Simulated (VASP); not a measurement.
# Sc (I4/mmm) in VASP: further runs, part 3 of 3

VASP 6.6.1. Earlier steps stand in the parts before.

## (5) Electric field gradients, LDA (volume scaled by 1.02)

The input, INCAR:

```
SYSTEM = Sc
PREC = Accurate
ENCUT = 520
EDIFF = 1E-8
ISMEAR = -1
SIGMA = 0.03
LREAL = .False.
LASPH = .True.
NELM = 60
ALGO = Normal
ISIF = 2
LWAVE = .False.
LCHARG = .False.
GGA = CA
LEFG = .True.
NBANDS = 12
```

The input, KPOINTS:

```
Automatic mesh
0
Gamma
  13 13 13
  0 0 0
```

The input, POSCAR:

```
Sc
1.0
   -1.9299025810      1.9299025810      1.7289781858
    1.9299025810     -1.9299025810      1.7289781858
    1.9299025810      1.9299025810     -1.7289781858
Sc
1
Direct
    0.0000000000      0.0000000000      0.0000000000
```

Potentials or basis: VASP PAW LDA potentials, release 64 (Sc_sv).

Launch:

```bash
> cat potpaw_LDA.64/Sc_sv/POTCAR > POTCAR
> mpirun -np 1 vasp_std > vasp.out
```

OUTCAR:

```text
SYSTEM = Sc
   PREC = Accurate
   ENCUT = 520
   EDIFF = 1E-8
   ISMEAR = -1
   LREAL = .False.
   LASPH = .True.
   NELM = 60
   ISIF = 2
   GGA = CA

 ion  position               nearest neighbor table
   1  0.000  0.000  0.000-

  LATTYP: Found a body centered tetragonal cell.
 ALAT       =     3.8598051620
 C/A-ratio  =     0.8958888406

  Lattice vectors:

 A1 = (  -1.9299025810,   1.9299025810,   1.7289781858)
 A2 = (   1.9299025810,  -1.9299025810,   1.7289781858)
 A3 = (   1.9299025810,   1.9299025810,  -1.7289781858)

Analysis of symmetry for initial positions (statically):
=====================================================================
 Subroutine PRICEL returns:
 Original cell was already a primitive cell.

 Routine SETGRP: Setting up the symmetry group for a
 body centered tetragonal supercell.

 Subroutine GETGRP returns: Found 16 space group operations
 (whereof 16 operations were pure point group operations)
 out of a pool of 16 trial point group operations.

The static configuration has the point symmetry D_4h.

Analysis of symmetry for dynamics (positions and initial velocities):
=====================================================================
 Subroutine PRICEL returns:
 Original cell was already a primitive cell.

 Routine SETGRP: Setting up the symmetry group for a
 body centered tetragonal supercell.

 Subroutine GETGRP returns: Found 16 space group operations
 (whereof 16 operations were pure point group operations)
 out of a pool of 16 trial point group operations.

The dynamic configuration has the point symmetry D_4h.

 Subroutine INISYM returns: Found 16 space group operations
 (whereof 16 operations are pure point group operations),
 and found     1 'primitive' translations

----------------------------------------------------------------------------------------

                                     Primitive cell

  volume of cell :      25.7585

  direct lattice vectors                    reciprocal lattice vectors
    -1.929902581  1.929902581  1.728978186     0.000000000  0.259080435  0.289188148
     1.929902581 -1.929902581  1.728978186     0.259080435  0.000000000  0.289188148
     1.929902581  1.929902581 -1.728978186     0.259080435  0.259080435  0.000000000

  length of vectors
     3.230853372  3.230853372  3.230853372     0.388268537  0.388268537  0.366395065

  position of ions in fractional coordinates (direct lattice)
     0.000000000  0.000000000  0.000000000

  ion indices of the primitive-cell ions
   primitive index   ion index
                 1           1

----------------------------------------------------------------------------------------

 KPOINTS: Automatic mesh

Automatic generation of k-mesh.
 Grid dimensions read from file:
 generate k-points for:   13   13   13

 Generating k-lattice:

  Cartesian coordinates                     Fractional coordinates (reciprocal lattice)
     0.000000000  0.019929264  0.022245242     0.076923077 -0.000000000  0.000000000
     0.019929264  0.000000000  0.022245242    -0.000000000  0.076923077  0.000000000
[... 68 lines left out ...]
   PSTRESS=    0.0 pullay stress
   NELECT =      11.0000    total number of electrons
   NUPDOWN=      -1.0000    fix difference up-down
   EMIN   =  10.00;   EMAX   =-10.00  energy-range for DOS
   EFERMI =   0.00;   METHOD = LEGACY
   ISMEAR =    -1;   SIGMA  =   0.03  broadening in eV -4-tet -1-fermi 0-gaus
   EFERMI_NEDOS =   21; number of points for ismear=-14 and -15
   IALGO  =     38    algorithm
   IMIX   =      4    mixing-type and parameters
     AMIX     =   0.40;   BMIX     =  1.00
     AMIX_MAG =   1.60;   BMIX_MAG =  1.00
  volume/ion in A,a.u.               =      25.76       173.83
  Fermi-wavevector in a.u.,A,eV,Ry     =   1.232818  2.329688 20.678682  1.519840
  Thomas-Fermi vector in A             =   2.367573
   LORBIT       =      0    0 simple, 1 ext, 2 COOP (PROOUT), +10 PAW based schemes
   GGA     = CA    functional components
   LHFCALC =     F    Hartree Fock is set to
   AEXX    =    0.0000 exact exchange contribution
   IVDW    =     0    specifies the selected vdW correction
   LEPSILON=     F    determine dielectric tensor
   LRPA    =     F    only Hartree local field effects (RPA)
 non-spin polarized calculation
  energy-cutoff  :      520.00
  volume of cell :       25.76
 maximum number of plane-waves:       718
   NGX = 11   NGY = 11   NGZ = 11

 number of electron      11.0000004 magnetization

 Free energy of the ion-electron system (eV)
  ---------------------------------------------------
  ext. energy  EPLUGINS =         0.00000000
  ---------------------------------------------------
  free energy    TOTEN  =        -6.54437633 eV

  energy without entropy =       -6.53583009  energy(sigma->0) =       -6.54010321

 E-fermi :   3.3068     XC(G=0):  -9.9659

 val. band max:        3.3007831186   @ k =  -0.4615   0.3077  -0.0000
 cond. band min:       3.3078922365   @ k =   0.3846   0.1538   0.0000
 fundamental gap:      0.0071091179
 Fermi energy:         3.3067902582

 k-point     1 :       0.0000    0.0000    0.0000
  band No.  band energies     occupation
      1     -45.7509      2.00000
      2     -24.5262      2.00000
      3     -24.5262      2.00000
      4     -24.5024      2.00000
      5      -1.7833      2.00000
      6       4.2428      0.00000
      7       4.9150      0.00000
      8       4.9150      0.00000
      9       5.5799      0.00000
     10       6.3328      0.00000
     11      16.6705      0.00000
     12      16.6705      0.00000
[... 331 lines left out ...]
 k-point    24 :       0.4615    0.1538    0.0000
  band No.  band energies     occupation
      1     -45.6907      2.00000
      2     -24.8368      2.00000
      3     -24.6669      2.00000
      4     -24.5566      2.00000
      5       1.9263      2.00000
      6       3.3600      0.28987
      7       3.6381      0.00003
      8       5.9302      0.00000
      9       6.5165      0.00000
     10       7.6802      0.00000
     11      10.2438      0.00000
     12      12.2236      0.00000

 [... further k-points ...]
[... 5 lines left out ...]
  --------------------------------------------------------------------------------------
  -------------------------------------------------------------------------------------
  Total       -1.0076172     -1.0076172     -0.9558550      0.0000000      0.0000000      0.0000000
  in kB      -62.6737763    -62.6737763    -59.4541723      0.0000000      0.0000000      0.0000000
  external PRESSURE =     -61.6005750 kB  Pullay stress =       0.0000000 kB

 VOLUME and BASIS-vectors are now :
 -----------------------------------------------------------------------------
  energy-cutoff  :      520.00
  volume of cell :       25.76
      direct lattice vectors                 reciprocal lattice vectors
    -1.929902581  1.929902581  1.728978186     0.000000000  0.259080435  0.289188148
     1.929902581 -1.929902581  1.728978186     0.259080435  0.000000000  0.289188148
     1.929902581  1.929902581 -1.728978186     0.259080435  0.259080435  0.000000000

 POSITION                                       TOTAL-FORCE (eV/Angst)
 -----------------------------------------------------------------------------------
      0.00000      0.00000      0.00000        -0.000000      0.000000      0.000000
 -----------------------------------------------------------------------------------
    total drift:                                0.000000      0.000000      0.000000

  FREE ENERGIE OF THE ION-ELECTRON SYSTEM (eV)
  ---------------------------------------------------
  free  energy   TOTEN  =        -6.5443763313 eV

  energy  without entropy=       -6.5358300890  energy(sigma->0) =       -6.54010321

 Electric field gradients (V/A^2)
---------------------------------------------------------------------
 ion       V_xx      V_yy      V_zz      V_xy      V_xz      V_yz
---------------------------------------------------------------------
   1      -4.554    -4.554     9.108    -0.001    -0.001    -0.001
---------------------------------------------------------------------

 Electric field gradients after diagonalization (V/A^2)
 (convention: |V_zz| > |V_xx| > |V_yy|)
----------------------------------------------------------------------
 ion       V_xx      V_yy      V_zz     asymmetry (V_yy - V_xx)/ V_zz
----------------------------------------------------------------------
   1      -4.555    -4.553     9.108       0.000
----------------------------------------------------------------------

           NMR quadrupolar parameters

 Cq : quadrupolar parameter    Cq=e*Q*V_zz/h
 eta: asymmetry parameters     (V_yy - V_xx)/ V_zz
 Q  : nuclear electric quadrupole moment in mb (millibarn)
----------------------------------------------------------------------
 ion       Cq(MHz)       eta       Q (mb)
----------------------------------------------------------------------
   1       0.022       0.000       1.000
----------------------------------------------------------------------
```

OSZICAR:

```text
N       E                     dE             d eps       ncg     rms          rms(c)
DAV:   1     0.750171847512E+02    0.75017E+02   -0.50236E+03  4720   0.904E+02
DAV:   2    -0.570950232598E+01   -0.80727E+02   -0.79141E+02  4728   0.293E+02
DAV:   3    -0.733353335647E+01   -0.16240E+01   -0.15904E+01  6648   0.556E+01
DAV:   4    -0.735603986812E+01   -0.22507E-01   -0.22483E-01  6456   0.483E+00
DAV:   5    -0.735623312902E+01   -0.19326E-03   -0.19326E-03  6224   0.371E-01    0.517E+00
DAV:   6    -0.663805272127E+01    0.71818E+00   -0.11030E+00  7212   0.151E+01    0.145E+00
DAV:   7    -0.655205579748E+01    0.85997E-01   -0.17659E-01  7512   0.560E+00    0.596E-01
DAV:   8    -0.654565746537E+01    0.63983E-02   -0.22832E-02  5172   0.238E+00    0.219E-01
DAV:   9    -0.654439067538E+01    0.12668E-02   -0.40384E-03  7124   0.923E-01    0.327E-02
DAV:  10    -0.654437588403E+01    0.14791E-04   -0.92386E-05  7248   0.127E-01    0.402E-03
DAV:  11    -0.654437636231E+01   -0.47828E-06   -0.67513E-07  5448   0.717E-03    0.131E-03
DAV:  12    -0.654437633192E+01    0.30384E-07   -0.12220E-07  7444   0.479E-03    0.240E-04
DAV:  13    -0.654437633131E+01    0.61095E-09   -0.26798E-09  2788   0.795E-04
   1 F= -.65443763E+01 E0= -.65401032E+01  d E =-.854624E-02
```

stdout:

```text
POSCAR found type information on POSCAR Sc
 POSCAR found :  1 types and       1 ions
 scaLAPACK will be used
 LDA part: xc-table for (Slater(with rela. corr.)+CA(PZ))
 , standard interpolation
 POSCAR, INCAR and KPOINTS ok, starting setup
 FFT: planning ... GRIDC
 FFT: planning ... GRID_SOFT
 FFT: planning ... GRID
 WAVECAR not read
 entering main loop
ion   1
```

It took 15 s on 1 thread of Intel Xeon 6975P-C (Granite Rapids), shared host; peak memory 0.17 GiB.

What came out:

```
Free energy : -6.5444 eV
Pressure    : -6.2 GPa
```

Levels at points of the mesh, in eV from the Fermi level:
```csv
k point,band 3,band 4,band 5,band 6,band 7,band 8
"(0.00, 0.00, 0.00)",-27.83,-27.81,-5.09,0.94,1.61,1.61
```

Electric field gradients, principal values (V/Å²):
```tsv
atom	least	middle	greatest (by size)
1 Sc	-4.553	-4.555	9.108
```

Caveat: without QUAD_EFG the Cq values of the log hold for a quadrupole moment of 1 mb, not for the nuclei.

## (6) Electric field gradients, LDA (volume scaled by 1.06)

The input, INCAR:

```
ALGO = Normal ; EDIFF = 1E-8
ENCUT = 520 ; ISIF = 2
ISMEAR = -1 ; LASPH = T
LCHARG = F ; LEFG = T
LREAL = F ; LWAVE = F
NBANDS = 12 ; NELM = 100
PREC = Accurate ; SIGMA = 0.03
```

The input, KPOINTS:

```
k-points
0
Gamma
  13 13 13
```

The input, POSCAR:

```
Sc
1.0
   -1.9548072966      1.9548072966      1.7512900426
    1.9548072966     -1.9548072966      1.7512900426
    1.9548072966      1.9548072966     -1.7512900426
Sc
1
Direct
    0.0000000000      0.0000000000      0.0000000000
```

Potentials or basis: VASP PAW LDA potentials, release 64 (Sc_sv).

Launch:

```bash
> cat potpaw_LDA.64/Sc_sv/POTCAR > POTCAR
> mpirun -np 1 vasp_std > vasp.out
```

OUTCAR:

```text
EDIFF = 1E-8
   ENCUT = 520
   ISIF = 2
   ISMEAR = -1
   LASPH = T
   LREAL = F
   NELM = 100
   PREC = Accurate

 ion  position               nearest neighbor table
   1  0.000  0.000  0.000-

  LATTYP: Found a body centered tetragonal cell.
 ALAT       =     3.9096145932
 C/A-ratio  =     0.8958888406

  Lattice vectors:

 A1 = (  -1.9548072966,   1.9548072966,   1.7512900426)
[... 565 lines left out ...]
 -----------------------------------------------------------------------------------
    total drift:                                0.000000      0.000000      0.000000

  FREE ENERGIE OF THE ION-ELECTRON SYSTEM (eV)
  ---------------------------------------------------
  free  energy   TOTEN  =        -6.5015222632 eV

  energy  without entropy=       -6.4924691748  energy(sigma->0) =       -6.49699572

 Electric field gradients (V/A^2)
---------------------------------------------------------------------
 ion       V_xx      V_yy      V_zz      V_xy      V_xz      V_yz
---------------------------------------------------------------------
   1      -4.164    -4.164     8.328    -0.000    -0.000    -0.000
---------------------------------------------------------------------

 Electric field gradients after diagonalization (V/A^2)
 (convention: |V_zz| > |V_xx| > |V_yy|)
----------------------------------------------------------------------
 ion       V_xx      V_yy      V_zz     asymmetry (V_yy - V_xx)/ V_zz
----------------------------------------------------------------------
   1      -4.164    -4.164     8.328       0.000
----------------------------------------------------------------------

           NMR quadrupolar parameters

 Cq : quadrupolar parameter    Cq=e*Q*V_zz/h
 eta: asymmetry parameters     (V_yy - V_xx)/ V_zz
 Q  : nuclear electric quadrupole moment in mb (millibarn)
----------------------------------------------------------------------
 ion       Cq(MHz)       eta       Q (mb)
----------------------------------------------------------------------
   1       0.020       0.000       1.000
----------------------------------------------------------------------
```

It took 16 s on 1 thread of Intel Xeon 6975P-C (Granite Rapids), shared host; peak memory 0.17 GiB.

What came out:

```yaml
Free_energy: -6.5015 eV
Pressure: -7.5 GPa
```

Electric field gradients, principal values (V/Å²):
```
atom   least  middle  greatest (by size)
1 Sc  -4.164  -4.164               8.328
```

Caveat: without QUAD_EFG the Cq values of the log hold for a quadrupole moment of 1 mb, not for the nuclei.

## (7) Overview

```csv
cell,gap on the mesh (eV),pressure (GPa)
"a = 3.145 Å, angles 106.6, 106.6, 115.3°, 1 atom",none,-2.6
"a = 3.210 Å, angles 106.6, 106.6, 115.3°, 1 atom",none,-5.4
"a = 3.231 Å, angles 106.6, 106.6, 115.3°, 1 atom",none,-6.2
"a = 3.273 Å, angles 106.6, 106.6, 115.3°, 1 atom",none,-7.5
```

Alike in all rows: task electric field gradients; level LDA; potentials or basis VASP PAW LDA potentials, release 64 (Sc_sv); no spin polarisation; k mesh 13 × 13 × 13; cutoff (eV) 520; smearing fermi-dirac 0.03 eV.

Total energies depend on the potentials used, so only differences within one code and one set of settings carry meaning.
